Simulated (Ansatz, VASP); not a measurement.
## AlN: VASP beside Ansatz

File INCAR:

```
  PREC = Accurate
  ENCUT = 600
  EDIFF = 1E-6
  ISMEAR = 0
  SIGMA = 0.02
  LREAL = False
  LASPH = True
  NELM = 120
  ALGO = Normal
  ISIF = 2
  LWAVE = False
  LCHARG = True
  GGA = PE
  LELF = True
  LVHAR = True
  NBANDS = 11
  GGA_COMPAT = False
```

The input KPOINTS:

```
regular mesh
0
Gamma
  10 10 10
```

Contents of POSCAR:

```
AlN
1.0
    0.0000000000      2.0353764639      2.0353764639
    2.0353764639      0.0000000000      2.0353764639
    2.0353764639      2.0353764639      0.0000000000
Al N
1 1
Direct
    0.0000000000      0.0000000000      0.0000000000
    0.5000000000      0.5000000000      0.5000000000
```

Input for Ansatz:

```yaml
crystal:
  lattice:
    - [0.0, 2.0353764639, 2.0353764639]
    - [2.0353764639, 0.0, 2.0353764639]
    - [2.0353764639, 2.0353764639, 0.0]
  atoms:
    - { symbol: Al, position: [0.0, 0.0, 0.0] }
    - { symbol: "N", position: [0.5, 0.5, 0.5] }
kpoints:
  mp_grid: { grid: [10, 10, 10] }
hamiltonian:
  xc: pbe
  pseudopotentials: { kind: paw, source: ansatz }
scf:
  occupations: { method: gaussian, width: 0.02 }
output:
  forces: true
  eigenvalues: true
  stress: true
```

Alike in both runs: task single point; functional PBE; k mesh 10 × 10 × 10; occupations gaussian, width 0.02 eV; no spin polarisation.

|  | VASP | Ansatz |
| --- | --- | --- |
| version | VASP 6.6.1 | Ansatz 0.2.0 |
| potentials or method | VASP PAW PBE potentials, release 64 (Al, N) | scalar-relativistic, plane waves, PAW |
| plane-wave cutoff (eV) | 600 | 900 |
| valence electrons in the cell | 8 | 16 |

Ansatz gave:

```
gap on the k mesh at the Fermi level (eV) : 4.43
pressure (GPa)                            : 0.0
```

Which values does VASP return?

gap on the k mesh at the Fermi level (eV): 4.41; pressure (GPa): -0.5.

VASP's potentials hold 8 valence electrons a cell and Ansatz's 16, so a difference there can come from the potentials and not from the codes.
